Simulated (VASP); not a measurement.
# GaN (P6_3mc) in VASP: relaxation of cell and atoms with r2SCAN

Aim: the relaxation of cell and atoms of GaN with r2SCAN.

All numbers are computed with VASP 6.6.1; they aren't measurements. Logs are shortened: lines on timing, memory, paths and dates and some standing lists are left out, and cuts for length are marked.

## 1. The cell of the first run

The structure is hexagonal, space group P6_3mc (No. 186). The conventional cell has a = 3.189 Å, b = 3.189 Å, c = 5.185 Å, α = 90.00°, β = 90.00°, γ = 120.00°. Ga (site symmetry 3m) has 4 N at 1.95 Å within 2.6 Å. Within 2.6 Å of N (site symmetry 3m) lie 4 Ga at 1.95 Å.

## 2. Relaxation of cell and atoms, r2SCAN

POSCAR reads:

```
GaN
1.0
    3.1890000000      0.0000000000      0.0000000000
   -1.5945000000      2.7617550127      0.0000000000
    0.0000000000      0.0000000000      5.1850000000
Ga N
2 2
Direct
    0.3333333333      0.6666666667      0.0000000000
    0.6666666667      0.3333333333      0.5000000000
    0.3333333333      0.6666666667      0.3770000000
    0.6666666667      0.3333333333      0.8770000000
```

INCAR.step1 reads:

```
PREC = Accurate
ENCUT = 600
ISMEAR = 0
SIGMA = 0.02
LREAL = False
LASPH = True
NELM = 60
GGA = PE
ALGO = Normal
EDIFF = 1E-4
LWAVE = True
LCHARG = False
```

INCAR.step2 reads:

```
PREC = Accurate
ENCUT = 600
EDIFF = 1E-7
ISMEAR = 0
SIGMA = 0.02
LREAL = False
LASPH = True
NELM = 60
ALGO = Normal
ISIF = 3
LWAVE = False
LCHARG = False
METAGGA = R2SCAN
LMIXTAU = True
IBRION = 2
NSW = 100
EDIFFG = -0.002
ISTART = 1
```

KPOINTS reads:

```
regular mesh
0
Gamma
  12 12 6
```

Potentials or basis: VASP PAW PBE potentials, release 64 (Ga_d, N).

Command:

```bash
> cat potpaw_PBE.64/Ga_d/POTCAR potpaw_PBE.64/N/POTCAR > POTCAR
> cp INCAR.step1 INCAR
> mpirun -np 1 vasp_std > vasp.out
> cp INCAR.step2 INCAR
> mpirun -np 1 vasp_std > vasp.out
```

OUTCAR:

```text
PREC = Accurate
   ENCUT = 600
   EDIFF = 1E-7
   ISMEAR = 0
   LREAL = False
   LASPH = True
   NELM = 60
   ISIF = 3
   METAGGA = R2SCAN
   IBRION = 2
   NSW = 100
   EDIFFG = -0.002
   ISTART = 1

 ion  position               nearest neighbor table
   1  0.333  0.667  0.000-   4 1.95   4 1.95   4 1.95   3 1.95
   2  0.667  0.333  0.500-   3 1.95   3 1.95   3 1.95   4 1.95
   3  0.333  0.667  0.377-   2 1.95   2 1.95   2 1.95   1 1.95
   4  0.667  0.333  0.877-   1 1.95   1 1.95   1 1.95   2 1.95

  LATTYP: Found a hexagonal cell.
 ALAT       =     3.1890000000
 C/A-ratio  =     1.6259015365

  Lattice vectors:

 A1 = (   3.1890000000,   0.0000000000,   0.0000000000)
 A2 = (  -1.5945000000,   2.7617550127,   0.0000000000)
 A3 = (   0.0000000000,   0.0000000000,   5.1850000000)

Analysis of symmetry for initial positions (statically):
=====================================================================
 Subroutine PRICEL returns:
 Original cell was already a primitive cell.

 Routine SETGRP: Setting up the symmetry group for a
 hexagonal supercell.

 Subroutine GETGRP returns: Found 12 space group operations
 (whereof  6 operations were pure point group operations)
 out of a pool of 24 trial point group operations.

The static configuration has the point symmetry C_3v.
 The point group associated with its full space group is C_6v.

Analysis of symmetry for dynamics (positions and initial velocities):
=====================================================================
 Subroutine PRICEL returns:
 Original cell was already a primitive cell.

 Routine SETGRP: Setting up the symmetry group for a
 hexagonal supercell.

 Subroutine GETGRP returns: Found 12 space group operations
 (whereof  6 operations were pure point group operations)
 out of a pool of 24 trial point group operations.

The dynamic configuration has the point symmetry C_3v.
 The point group associated with its full space group is C_6v.

 Subroutine INISYM returns: Found 12 space group operations
 (whereof  6 operations are pure point group operations),
 and found     1 'primitive' translations

----------------------------------------------------------------------------------------

                                     Primitive cell

  volume of cell :      45.6655

  direct lattice vectors                    reciprocal lattice vectors
     3.189000000  0.000000000  0.000000000     0.313577924  0.181044299  0.000000000
    -1.594500000  2.761755013  0.000000000     0.000000000  0.362088598  0.000000000
     0.000000000  0.000000000  5.185000000     0.000000000  0.000000000  0.192864031

  length of vectors
     3.189000000  3.189000000  5.185000000     0.362088598  0.362088598  0.192864031

  position of ions in fractional coordinates (direct lattice)
     0.333333333  0.666666667  0.000000000
     0.666666667  0.333333333  0.500000000
     0.333333333  0.666666667  0.377000000
     0.666666667  0.333333333  0.877000000

  ion indices of the primitive-cell ions
   primitive index   ion index
                 1           1
                 2           2
                 3           3
                 4           4

----------------------------------------------------------------------------------------

 KPOINTS: regular mesh

Automatic generation of k-mesh.
 Grid dimensions read from file:
 generate k-points for:   12   12    6

 Generating k-lattice:

  Cartesian coordinates                     Fractional coordinates (reciprocal lattice)
     0.026131494  0.015087025  0.000000000     0.083333333  0.000000000  0.000000000
     0.000000000  0.030174050  0.000000000     0.000000000  0.083333333  0.000000000
     0.000000000  0.000000000  0.032144005     0.000000000  0.000000000  0.166666667

  Length of vectors
     0.030174050  0.030174050  0.032144005

  Shift w.r.t. Gamma in fractional coordinates (k-lattice)
     0.000000000  0.000000000  0.000000000

 Subroutine IBZKPT returns following result:
 ===========================================

 Found     76 irreducible k-points:

 Following reciprocal coordinates:
            Coordinates               Weight
  0.000000  0.000000  0.000000      1.000000
  0.083333  0.000000  0.000000      6.000000
  0.166667 -0.000000  0.000000      6.000000
  0.250000  0.000000  0.000000      6.000000
  0.333333  0.000000  0.000000      6.000000
  0.416667  0.000000  0.000000      6.000000
[... 16 lines left out ...]
  0.250000  0.000000  0.166667     12.000000
  0.333333  0.000000  0.166667     12.000000
 [... further k-points ...]
   k-points           NKPTS =     76   k-points in BZ     NKDIM =     76   number of bands    NBANDS=     22
   number of dos      NEDOS =    301   number of ions     NIONS =      4
   total plane-waves  NPLWV =  32928
   dimension x,y,z NGX =    28 NGY =   28 NGZ =   42
   dimension x,y,z NGXF=    56 NGYF=   56 NGZF=   84
   ions per type =               2   2
   NGX,Y,Z   is equivalent  to a cutoff of  14.60, 14.60, 13.47 a.u.
   NGXF,Y,Z  is equivalent  to a cutoff of  29.19, 29.19, 26.93 a.u.
 SYSTEM =  unknown system
   PREC   = accura    normal or accurate (medium, high low for compatibility)
   ISTART =      1    job   : 0-new  1-cont  2-samecut
   ICHARG =      0    charge: 1-file 2-atom 10-const
   ISPIN  =      1    spin polarized calculation?
   LNONCOLLINEAR =      F non collinear calculations
   LSORBIT =      F    spin-orbit coupling
   LASPH  =      T    aspherical Exc in radial PAW
   ENCUT  =  600.0 eV  44.10 Ry    6.64 a.u.   6.37  6.37 10.36*2*pi/ulx,y,z
   NELM   =     60;   NELMIN=  2; NELMDL=  0     # of ELM steps
   EDIFF  = 0.1E-06   stopping-criterion for ELM
   LREAL  =      F    real-space projection
   EDIFFG = -.2E-02   stopping-criterion for IOM
   NSW    =    100    number of steps for IOM
   IBRION =      2    ionic relax: 0-MD 1-quasi-New 2-CG
   NFREE  =      1    steps in history (QN), initial steepest desc. (CG)
   ISIF   =      3    stress and relaxation
   ISYM   =      2    0-nonsym 1-usesym 2-fastsym
   POTIM  = 0.5000    time-step for ionic-motion
   TEBEG  =    0.0;   TEEND  =   0.0 temperature during run
   PSTRESS=    0.0 pullay stress
   NELECT =      36.0000    total number of electrons
   NUPDOWN=      -1.0000    fix difference up-down
   EMIN   =  10.00;   EMAX   =-10.00  energy-range for DOS
   EFERMI =   0.00;   METHOD = LEGACY
   ISMEAR =     0;   SIGMA  =   0.02  broadening in eV -4-tet -1-fermi 0-gaus
   EFERMI_NEDOS =   21; number of points for ismear=-14 and -15
   IALGO  =     38    algorithm
   IMIX   =      4    mixing-type and parameters
     AMIX     =   0.40;   BMIX     =  1.00
     AMIX_MAG =   1.60;   BMIX_MAG =  1.00
  volume/ion in A,a.u.               =      11.42        77.04
  Fermi-wavevector in a.u.,A,eV,Ry     =   1.512329  2.857887 31.118402  2.287138
  Thomas-Fermi vector in A             =   2.622267
   LORBIT       =      0    0 simple, 1 ext, 2 COOP (PROOUT), +10 PAW based schemes
   METAGGA = R2SCAN    functional components
   LHFCALC =     F    Hartree Fock is set to
   AEXX    =    0.0000 exact exchange contribution
   IVDW    =     0    specifies the selected vdW correction
   LEPSILON=     F    determine dielectric tensor
   LRPA    =     F    only Hartree local field effects (RPA)
 conjugate gradient relaxation of ions
 non-spin polarized calculation
 Gauss-broadening in eV      SIGMA  =   0.02
  energy-cutoff  :      600.00
  volume of cell :       45.67
 maximum number of plane-waves:      1550
 NGX is ok and might be reduce to    28
   NGX = 13   NGY = 13   NGZ = 21

--------------------------------------- Ionic step        1  -------------------------------------------

 number of electron      35.9999996 magnetization

 Free energy of the ion-electron system (eV)
  ---------------------------------------------------
  ext. energy  EPLUGINS =         0.00000000
  ---------------------------------------------------
  free energy    TOTEN  =       -43.82330671 eV

  energy without entropy =      -43.82330671  energy(sigma->0) =      -43.82330671

------------------------ aborting loop because EDIFF is reached ----------------------------------------

  FORCE on cell =-STRESS in cart. coord.  units (eV):
  Direction    XX          YY          ZZ          XY          YZ          ZX
  --------------------------------------------------------------------------------------
  -------------------------------------------------------------------------------------
  Total        0.0380515      0.0380515      0.1968978      0.0000000      0.0000000     -0.0000000
  in kB        1.3350394      1.3350394      6.9081713      0.0000000      0.0000000     -0.0000000
  external PRESSURE =       3.1927500 kB  Pullay stress =       0.0000000 kB
[... 289 lines left out ...]
  energy  without entropy=      -43.8234501053  energy(sigma->0) =      -43.82345011

--------------------------------------- Ionic step        9  -------------------------------------------

 number of electron      35.9999996 magnetization

 Free energy of the ion-electron system (eV)
  ---------------------------------------------------
  ext. energy  EPLUGINS =         0.00000000
  ---------------------------------------------------
  free energy    TOTEN  =       -43.82344958 eV

  energy without entropy =      -43.82344958  energy(sigma->0) =      -43.82344958

 E-fermi :   5.1728     XC(G=0): -12.6303

 val. band max:        5.0404891363   @ k =   0.0000   0.0000   0.0000
 cond. band min:       7.3451631912   @ k =   0.0000   0.0000   0.0000
 fundamental gap:      2.3046740549
 Fermi energy:         5.1728481750

 k-point     1 :       0.0000    0.0000    0.0000
  band No.  band energies     occupation
      1     -11.7237      2.00000
      2     -10.7348      2.00000
      3      -8.7853      2.00000
      4      -8.7699      2.00000
      5      -8.7699      2.00000
      6      -8.7027      2.00000
[... 574 lines left out ...]
      6      -8.5558      2.00000
[... 14 lines left out ...]
     21      12.6190      0.00000
     22      13.9578      0.00000

 [... further k-points ...]

------------------------ aborting loop because EDIFF is reached ----------------------------------------

  FORCE on cell =-STRESS in cart. coord.  units (eV):
  Direction    XX          YY          ZZ          XY          YZ          ZX
  --------------------------------------------------------------------------------------
  -------------------------------------------------------------------------------------
  Total       -0.0037717     -0.0037717      0.0037108      0.0000000      0.0000000      0.0000000
  in kB       -0.1321140     -0.1321140      0.1299817      0.0000000      0.0000000      0.0000000
  external PRESSURE =      -0.0447488 kB  Pullay stress =       0.0000000 kB
[... 19 lines left out ...]
  FREE ENERGIE OF THE ION-ELECTRON SYSTEM (eV)
  ---------------------------------------------------
  free  energy   TOTEN  =       -43.8234495846 eV

  energy  without entropy=      -43.8234495846  energy(sigma->0) =      -43.82344958

 reached required accuracy - stopping structural energy minimisation
```

Wall time 40 min (1 thread of Intel Xeon Platinum 8259CL at 2.50GHz (Skylake/Cascade Lake), shared host); peak memory 0.25 GiB.

Results:

```yaml
Free_energy: -43.8234 eV
Relaxed_volume: 11.44 Å³/atom
Relaxed_cell: a = 3.189 Å, b = 3.189 Å, c = 5.194 Å, α = 90.00°, β = 90.00°, γ = 120.00°
Space_group_after_relaxing_to_0.1_Å: P6_3mc (No. 186)
Energy_gained_by_relaxing: 0.0 meV/atom
Ionic_steps: 9
Pressure_after_relaxing: 0.0 GPa
Band_gap_on_the_k_mesh: 2.30 eV
```

Step by step:
| step | energy change (eV) | largest force (eV/Å) | pressure (GPa) | volume (Å³) |
| --- | --- | --- | --- | --- |
| 1 | 0.0000 | 0.0039 | 0.32 | 45.67 |
| 2 | 0.0000 | 0.0185 | -0.32 | 45.82 |
| 3 | -0.0001 | 0.0074 | 0.00 | 45.74 |
| 4 | -0.0001 | 0.0087 | -0.04 | 45.75 |
| 5 | -0.0001 | 0.0042 | 0.00 | 45.74 |
| 6 | -0.0001 | 0.0032 | 0.01 | 45.74 |
| 7 | -0.0001 | 0.0012 | 0.02 | 45.73 |
| 8 | -0.0001 | 0.0022 | 0.01 | 45.74 |
| 9 | -0.0001 | 0.0017 | 0.00 | 45.74 |

Final structure:
```cif
data_structure
_symmetry_space_group_name_H-M 'P 1'
_symmetry_Int_Tables_number 1
_cell_length_a 3.1890
_cell_length_b 3.1890
_cell_length_c 5.1935
_cell_angle_alpha 90.000
_cell_angle_beta 90.000
_cell_angle_gamma 120.000
_cell_volume 45.74
loop_
_atom_site_label
_atom_site_type_symbol
_atom_site_fract_x
_atom_site_fract_y
_atom_site_fract_z
_atom_site_occupancy
Ga1 Ga 0.33333 0.66667 0.00011 1
Ga2 Ga 0.66667 0.33333 0.50011 1
N1 N 0.33333 0.66667 0.37689 1
N2 N 0.66667 0.33333 0.87689 1
```

Levels at points of the mesh, in eV from the valence-band top:
```
           k point  band 14  band 15  band 16  band 17  band 18  band 19  band 20  band 21  band 22
(0.00, 0.00, 0.00)    -1.06    -1.06    -0.04     0.00     0.00     2.30     4.78     9.92    10.56
(0.50, 0.00, 0.00)    -5.37    -4.27    -2.82    -2.22    -1.03     5.56     6.09     6.53     9.30
(0.00, 0.00, 0.50)    -3.92    -0.54    -0.54    -0.54    -0.54     4.73     4.73     9.15     9.15
(0.50, 0.00, 0.50)    -6.69    -1.99    -1.99    -1.94    -1.94     4.87     4.87     8.38     8.38
```

Caveat: the PAW data sets were made with another functional, which shifts forces and pressure a little.
